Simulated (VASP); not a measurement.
Wanted: the native input for a VASP 6.6.1 run.

```
Task                   : electric field gradients
Functional             : PBE
Dispersion             : D3(BJ)
Potentials or basis    : VASP PAW PBE potentials, release 64 (W_sv)
Cutoff                 : 520 eV
k mesh                 : 14 × 14 × 14
Occupations            : fermi-dirac, width 0.03 eV
Spin                   : no spin polarisation
Dipole correction      : no
Further INCAR settings : ALGO = Normal; EDIFF = 1e-08; NBANDS = 13
```

The structure of W lies in POSCAR:

```
W
1.0
   -1.5653540000      1.5653540000      1.5973000000
    1.5653540000     -1.5653540000      1.5973000000
    1.5653540000      1.5653540000     -1.5973000000
W
1
Direct
    0.0000000000      0.0000000000      0.0000000000
```

One way to write it, as run:

INCAR

```
SYSTEM = W
PREC     = Accurate       ! precision mode
ENCUT    = 520            ! plane-wave cutoff, eV
EDIFF    = 1E-8           ! SCF threshold, eV
ISMEAR   = -1             ! smearing method
SIGMA    = 0.03           ! smearing width, eV
LREAL    = .FALSE.        ! projectors in reciprocal space
LASPH    = .TRUE.         ! aspherical terms in the spheres
NELM     = 80             ! most SCF steps
ALGO     = Normal         ! electronic algorithm
ISIF     = 2              ! what is computed and relaxed
LWAVE    = .FALSE.        ! write WAVECAR
LCHARG   = .FALSE.        ! write CHGCAR
GGA      = PE             ! functional
IVDW     = 12             ! dispersion correction
LEFG     = .TRUE.       
NBANDS   = 13             ! bands
```

KPOINTS

```
Automatic mesh
0
G
  14 14 14
  0 0 0
```

Potentials or basis: VASP PAW PBE potentials, release 64 (W_sv).

Launch:

```sh
$ cat potpaw_PBE.64/W_sv/POTCAR > POTCAR
$ mpirun -np 1 vasp_std > vasp.out
```

It gave:

The pressure is 3.3 GPa. The band gap on the k mesh is zero (band 7 reaches 16.82 eV, above the bottom of band 8 at 10.52 eV) and the dispersion energy per atom is -0.704 eV.

Caveat: without QUAD_EFG the Cq values of the log hold for a quadrupole moment of 1 mb, not for the nuclei; spin-orbit coupling is left out, which moves the levels of the heavy elements; pairwise dispersion overbinds metals, which lowers pressure and volume.

It took 64 s on 1 thread of Intel Xeon 8259CL, on a shared host, peak memory 0.17 GiB.
